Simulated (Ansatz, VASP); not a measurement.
## TaN: VASP beside Ansatz

File INCAR:

```
SYSTEM = TaN
PREC = Accurate
ENCUT = 520
EDIFF = 1E-7
ISMEAR = -1
SIGMA = 0.15
LREAL = .False.
LASPH = .True.
NELM = 60
ALGO = Normal
ISIF = 2
LWAVE = .False.
LCHARG = .False.
GGA = RP
NBANDS = 15
```

The input KPOINTS:

```
Automatic mesh
0
Gamma
  9 9 8
  0 0 0
```

File POSCAR:

```
TaN
1.0
    3.0328389792      0.0000000000      0.0000000000
   -1.5164194896      2.6265335258      0.0000000000
    0.0000000000      0.0000000000      2.9760635729
Ta N
1 1
Direct
    0.3333333333      0.6666666667      0.5000000000
    0.0000000000      0.0000000000      0.0000000000
```

Input for Ansatz:

```yaml
crystal:
  lattice:
    - [3.032838979210807, 0.0, 0.0]
    - [-1.5164194896054035, 2.6265335257671807, 0.0]
    - [0.0, 0.0, 2.9760635728607068]
  atoms:
    - { symbol: Ta, position: [0.3333333333333333, 0.6666666666666666, 0.5] }
    - { symbol: "N", position: [0.0, 0.0, 0.0] }
accuracy: medium
kpoints:
  mp_grid:
    grid: [9, 9, 8]
hamiltonian:
  xc: rpbe
  pseudopotentials:
    kind: nc
scf:
  convergence:
    dr2_threshold: 1.0e-07
  occupations:
    method: fermi_dirac
    width: 0.15
output:
  stress: true
```

Alike in both runs: task single point; functional RPBE; k mesh 9 × 9 × 8; occupations fermi-dirac, width 0.15 eV; no spin polarisation.

|  | VASP | Ansatz |
| --- | --- | --- |
| version | VASP 6.6.1 | Ansatz 0.2.0 |
| potentials or method | VASP PAW PBE potentials, release 64 (Ta_pv, N) | plane waves, norm-conserving potentials |
| plane-wave cutoff (eV) | 520 | 1240 |
| valence electrons in the cell | 16 | 18 |

```tsv
	VASP	Ansatz	Ansatz less VASP
pressure (GPa)	-18.5	-19.3	-0.78
traceless stress, the component that is largest in VASP (GPa)	-0.75	-0.81	-0.052
```

VASP's potentials were made for PBE, not for RPBE. VASP's potentials hold 16 valence electrons a cell and Ansatz's 18, so a difference there can come from the potentials and not from the codes. Ansatz's warnings: near symmetry operations not taken, stress scf threshold loose.

Spin-orbit coupling is off throughout.
